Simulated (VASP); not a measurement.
# Rh2O5 (cubic X2O5 type) (Pn-3m) in VASP: further runs, part 2 of 2

VASP 6.6.1. Earlier steps stand in the parts before.

## (3) Single point, PBE

This run uses another cell than the first one, of 9.34 Å³/atom.

INCAR

```
SYSTEM = Rh2O5
PREC = Accurate ; ENCUT = 520
EDIFF = 1E-7 ; ISMEAR = -1
SIGMA = 0.06122561905347299 ; LREAL = .FALSE.
LASPH = .TRUE. ; NELM = 60
ALGO = Normal ; ISIF = 2
LWAVE = .FALSE. ; LCHARG = .TRUE.
GGA = PE ; LELF = .TRUE.
LVHAR = .TRUE. ; NBANDS = 73
```

KPOINTS

```
regular mesh
0
G
  8 8 8
  0 0 0
```

POSCAR

```
Rh2O5
1.0
    5.0762862256      0.0000000000      0.0000000000
    0.0000000000      5.0762862256      0.0000000000
    0.0000000000      0.0000000000      5.0762862256
Rh O
4 10
Direct
    0.0000000000      0.0000000000      0.0000000000
    0.5000000000      0.5000000000      0.0000000000
    0.5000000000      0.0000000000      0.5000000000
    0.0000000000      0.5000000000      0.5000000000
    0.5000000000      0.0000000000      0.0000000000
    0.0000000000      0.5000000000      0.0000000000
    0.0000000000      0.0000000000      0.5000000000
    0.5000000000      0.5000000000      0.5000000000
    0.7500000000      0.7500000000      0.2500000000
    0.7500000000      0.2500000000      0.7500000000
    0.2500000000      0.7500000000      0.7500000000
    0.7500000000      0.2500000000      0.2500000000
    0.2500000000      0.7500000000      0.2500000000
    0.2500000000      0.2500000000      0.7500000000
```

Potentials or basis: VASP PAW PBE potentials, release 64 (Rh_pv, O).

The run is started by

```bash
> cat potpaw_PBE.64/Rh_pv/POTCAR potpaw_PBE.64/O/POTCAR > POTCAR
> mpirun -np 1 vasp_std > vasp.out
```

OUTCAR:

```text
SYSTEM = Rh2O5
   PREC = Accurate
   ENCUT = 520
   EDIFF = 1E-7
   ISMEAR = -1
   LREAL = .FALSE.
   LASPH = .TRUE.
   NELM = 60
   ISIF = 2
   GGA = PE

 ion  position               nearest neighbor table
   1  0.000  0.000  0.000-   9 2.20  10 2.20  11 2.20  12 2.20  13 2.20  14 2.20   5 2.54   6 2.54
                             7 2.54   7 2.54   6 2.54   5 2.54
   2  0.500  0.500  0.000-   9 2.20  10 2.20  11 2.20  12 2.20  13 2.20  14 2.20   5 2.54   6 2.54
                             8 2.54   8 2.54   5 2.54   6 2.54
   3  0.500  0.000  0.500-   9 2.20  10 2.20  11 2.20  12 2.20  13 2.20  14 2.20   5 2.54   7 2.54
                             8 2.54   5 2.54   8 2.54   7 2.54
   4  0.000  0.500  0.500-   9 2.20  10 2.20  11 2.20  12 2.20  13 2.20  14 2.20   6 2.54   7 2.54
                             8 2.54   6 2.54   7 2.54   8 2.54
   5  0.500  0.000  0.000-   1 2.54   2 2.54   3 2.54   3 2.54   2 2.54   1 2.54
   6  0.000  0.500  0.000-   1 2.54   2 2.54   4 2.54   4 2.54   1 2.54   2 2.54
[... 2030 lines left out ...]

  FORCE on cell =-STRESS in cart. coord.  units (eV):
  Direction    XX          YY          ZZ          XY          YZ          ZX
  --------------------------------------------------------------------------------------
  -------------------------------------------------------------------------------------
  Total       -0.0704739     -0.0704739     -0.0704739     -0.0000000      0.0000000      0.0000000
  in kB       -0.8631786     -0.8631786     -0.8631786     -0.0000000      0.0000000      0.0000000
  external PRESSURE =      -0.8631786 kB  Pullay stress =       0.0000000 kB

 VOLUME and BASIS-vectors are now :
 -----------------------------------------------------------------------------
  energy-cutoff  :      520.00
  volume of cell :      130.81
      direct lattice vectors                 reciprocal lattice vectors
     5.076286226  0.000000000  0.000000000     0.196994408  0.000000000  0.000000000
     0.000000000  5.076286226  0.000000000     0.000000000  0.196994408  0.000000000
     0.000000000  0.000000000  5.076286226     0.000000000  0.000000000  0.196994408

 POSITION                                       TOTAL-FORCE (eV/Angst)
 -----------------------------------------------------------------------------------
      0.00000      0.00000      0.00000         0.000000     -0.000000      0.000000
      2.53814      2.53814      0.00000         0.000000     -0.000000      0.000000
      2.53814      0.00000      2.53814         0.000000     -0.000000      0.000000
      0.00000      2.53814      2.53814         0.000000     -0.000000      0.000000
      2.53814      0.00000      0.00000         0.000000     -0.000000      0.000000
      0.00000      2.53814      0.00000         0.000000     -0.000000      0.000000
      0.00000      0.00000      2.53814         0.000000     -0.000000      0.000000
      2.53814      2.53814      2.53814         0.000000     -0.000000      0.000000
      3.80721      3.80721      1.26907         0.000000     -0.000000      0.000000
      3.80721      1.26907      3.80721         0.000000     -0.000000     -0.000000
      1.26907      3.80721      3.80721        -0.000000      0.000000     -0.000000
      3.80721      1.26907      1.26907         0.000000      0.000000      0.000000
      1.26907      3.80721      1.26907        -0.000000     -0.000000      0.000000
      1.26907      1.26907      3.80721        -0.000000      0.000000      0.000000
 -----------------------------------------------------------------------------------
    total drift:                               -0.000000      0.000000     -0.000000

  FREE ENERGIE OF THE ION-ELECTRON SYSTEM (eV)
  ---------------------------------------------------
  free  energy   TOTEN  =       -68.8586516440 eV

  energy  without entropy=      -68.6836220054  energy(sigma->0) =      -68.77113682
```

OSZICAR:

```text
N       E                     dE             d eps       ncg     rms          rms(c)
DAV:   1     0.136242243666E+04    0.13624E+04   -0.71693E+04  5302   0.178E+03
DAV:   2     0.596821248140E+01   -0.13565E+04   -0.12945E+04  5642   0.520E+02
[... 11 lines left out ...]
DAV:  14    -0.688586516372E+02    0.21780E-02   -0.33861E-03  6658   0.358E-01    0.604E-02
DAV:  15    -0.688586587281E+02   -0.70910E-05   -0.33667E-04  5166   0.835E-02    0.408E-02
DAV:  16    -0.688586550245E+02    0.37037E-05   -0.72945E-05  5139   0.408E-02    0.207E-02
DAV:  17    -0.688586523810E+02    0.26435E-05   -0.47124E-06  4903   0.116E-02    0.954E-03
DAV:  18    -0.688586515904E+02    0.79054E-06   -0.16857E-06  4855   0.539E-03    0.208E-03
DAV:  19    -0.688586516440E+02   -0.53604E-07   -0.11778E-07  2650   0.181E-03
   1 F= -.68858652E+02 E0= -.68771137E+02  d E =-.175030E+00
```

Wall time 7.3 min (1 thread of Intel Xeon Platinum 8259CL at 2.50GHz (Skylake/Cascade Lake), shared host); peak memory 0.38 GiB.

What came out:

```yaml
Free_energy: -68.8587 eV
Pressure: -0.1 GPa
Band_gap_on_the_k_mesh: zero (bands 60 and 61 overlap by 0.95 eV)
```

Levels at points of the mesh, in eV from the Fermi level:
| k point | band 58 | band 59 | band 60 | band 61 | band 62 | band 63 |
| --- | --- | --- | --- | --- | --- | --- |
| (0.00, 0.00, 0.00) | -0.57 | -0.57 | -0.57 | -0.21 | -0.21 | -0.21 |
| (0.50, 0.00, 0.00) | -0.96 | -0.81 | -0.81 | 0.12 | 0.12 | 0.67 |
| (0.50, 0.50, 0.00) | 0.17 | 0.30 | 0.30 | 0.35 | 0.35 | 0.49 |
| (0.50, 0.50, 0.50) | 0.29 | 0.38 | 0.38 | 0.38 | 0.43 | 0.43 |

## (4) Single point, PBE

This run uses another cell than the first one, of 9.90 Å³/atom.

INCAR

```
SYSTEM = Rh2O5
  PREC = Accurate
  ENCUT = 520
  EDIFF = 1E-6
  ISMEAR = -1
  SIGMA = 0.06122561905347299
  LREAL = .False.
  LASPH = .True.
  NELM = 80
  ALGO = Normal
  ISIF = 2
  LWAVE = .False.
  LCHARG = .False.
  GGA = PE
  NBANDS = 73
```

KPOINTS

```
regular mesh
0
Gamma
  8 8 8
  0 0 0
```

Changes to POSCAR since step 3:

```diff
@@ -2,5 +2,5 @@
 1.0
-    5.0762862256      0.0000000000      0.0000000000
-    0.0000000000      5.0762862256      0.0000000000
-    0.0000000000      0.0000000000      5.0762862256
+    5.1758465259      0.0000000000      0.0000000000
+    0.0000000000      5.1758465259      0.0000000000
+    0.0000000000      0.0000000000      5.1758465259
 Rh O
```

The run is started by

```bash
> cat potpaw_PBE.64/Rh_pv/POTCAR potpaw_PBE.64/O/POTCAR > POTCAR
> mpirun -np 1 vasp_std > vasp.out
```

Wall time 5.1 min (1 thread of Intel Xeon Platinum 8375C at 2.90GHz (Ice Lake), shared host); peak memory 0.39 GiB.

It converged, with:

```yaml
Free_energy: -68.5952 eV
Pressure: -10.7 GPa
Band_gap_on_the_k_mesh: zero (bands 60 and 61 overlap by 0.86 eV)
```

Levels at points of the mesh, in eV from the Fermi level:
| k point | band 56 | band 57 | band 58 | band 59 | band 60 | band 61 | band 62 | band 63 | band 64 | band 65 |
| --- | --- | --- | --- | --- | --- | --- | --- | --- | --- | --- |
| (0.00, 0.00, 0.00) | -0.85 | -0.85 | -0.52 | -0.52 | -0.52 | -0.17 | -0.17 | -0.17 | 0.08 | 0.08 |
| (0.50, 0.00, 0.00) | -1.17 | -0.87 | -0.87 | -0.73 | -0.73 | 0.10 | 0.10 | 0.62 | 0.62 | 0.86 |
| (0.50, 0.50, 0.00) | -0.45 | 0.14 | 0.14 | 0.28 | 0.28 | 0.31 | 0.31 | 0.45 | 0.45 | 0.73 |
| (0.50, 0.50, 0.50) | 0.26 | 0.26 | 0.26 | 0.34 | 0.34 | 0.36 | 0.40 | 0.40 | 0.40 | 0.75 |

Caveat: the cell stands under tension.

## (5) Summary

| cell | gap on the mesh (eV) | pressure (GPa) |
| --- | --- | --- |
| a = 5.042 Å, 14 atoms | none | 4.4 |
| a = 5.076 Å, 14 atoms | none | -0.1 |
| a = 5.176 Å, 14 atoms | none | -10.7 |

Alike in all rows: task single point; level PBE; potentials or basis VASP PAW PBE potentials, release 64 (Rh_pv, O); no spin polarisation; k mesh 8 × 8 × 8; cutoff (eV) 520; smearing fermi-dirac 0.0612256 eV.

Caveats: the cell stands under pressure (at least some runs); the cell stands under tension (at least some runs).

Total energies depend on the potentials used, so only differences within one code and one set of settings carry meaning.
